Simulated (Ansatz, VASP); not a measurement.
## Two plane-wave programs on P

The input INCAR:

```
  ALGO = Normal
  EDIFF = 1E-6
  EDIFFG = -0.04
  ENCUT = 600
  GGA = PE
  IBRION = 2
  ISIF = 3
  ISMEAR = 0
  LASPH = True
  LCHARG = False
  LREAL = False
  LWAVE = False
  NELM = 60
  NSW = 90
  PREC = Accurate
  SIGMA = 0.1
```

KPOINTS

```
k-points
0
Gamma
  6 6 6
```

The input POSCAR:

```
P
1.0
   -1.7180874500      2.9107036600      4.8712690300
    1.7180874500     -2.9107036600      4.8712690300
    1.7180874500      2.9107036600     -4.8712690300
P
6
Direct
    0.3290336300      0.0000000000      0.3290336300
    0.6709663700      0.0000000000      0.6709663700
    0.8915721100      0.2101918600      0.6813802500
    0.4711883900      0.7898081400      0.6813802500
    0.5288116100      0.2101918600      0.3186197500
    0.1084278900      0.7898081400      0.3186197500
```

Input for Ansatz:

```yaml
crystal:
  lattice:
    - [-1.71808745, 2.91070366, 4.87126903]
    - [1.71808745, -2.91070366, 4.87126903]
    - [1.71808745, 2.91070366, -4.87126903]
  atoms:
    - { symbol: P, position: [0.32903363, 0.0, 0.32903363] }
    - { symbol: P, position: [0.67096637, 0.0, 0.67096637] }
    - { symbol: P, position: [0.89157211, 0.21019186, 0.68138025] }
    - { symbol: P, position: [0.47118839, 0.78980814, 0.68138025] }
    - { symbol: P, position: [0.52881161, 0.21019186, 0.31861975] }
    - { symbol: P, position: [0.10842789, 0.78980814, 0.31861975] }
basis:
  ecutwfc: 420
kpoints:
  mp_grid: { grid: [6, 6, 6] }
hamiltonian:
  xc: pbe
scf:
  occupations: { method: gaussian, width: 0.1 }
  lower_state_search: "off"
output:
  forces: true
  stress: true
  eigenvalues: true
relax:
  adjacent_minimum: "off"
  f_tol: 0.04
  max_steps: 70
  cell: { stress_tol: 0.4 }
```

Alike in both runs: task relaxation of cell and atoms; functional PBE; k mesh 6 × 6 × 6; occupations gaussian, width 0.1 eV; no spin polarisation.

|  | VASP | Ansatz |
| --- | --- | --- |
| version | VASP 6.6.1 | Ansatz 0.2.0 |
| potentials or method | VASP PAW PBE potentials, release 64 (P), cutoff 600 eV | scalar-relativistic, plane waves, PAW |
| valence electrons in the cell | 30 | 30 |

Ansatz gave:

- gap on the k mesh at the Fermi level, each at its own relaxed structure (eV): none
- relaxed volume (Å³/atom): 17.43
- relaxed cell length with the largest relative difference (Å): 6.888

Question: Which values does VASP return?

Answer: gap on the k mesh at the Fermi level, each at its own relaxed structure (eV): none; relaxed volume (Å³/atom): 18.63; relaxed cell length with the largest relative difference (Å): 7.318.

A gap of «none» marks a metal or a gap that the smearing closes. One of these differences is far larger than is usual between the two programs; its cause wasn't traced.
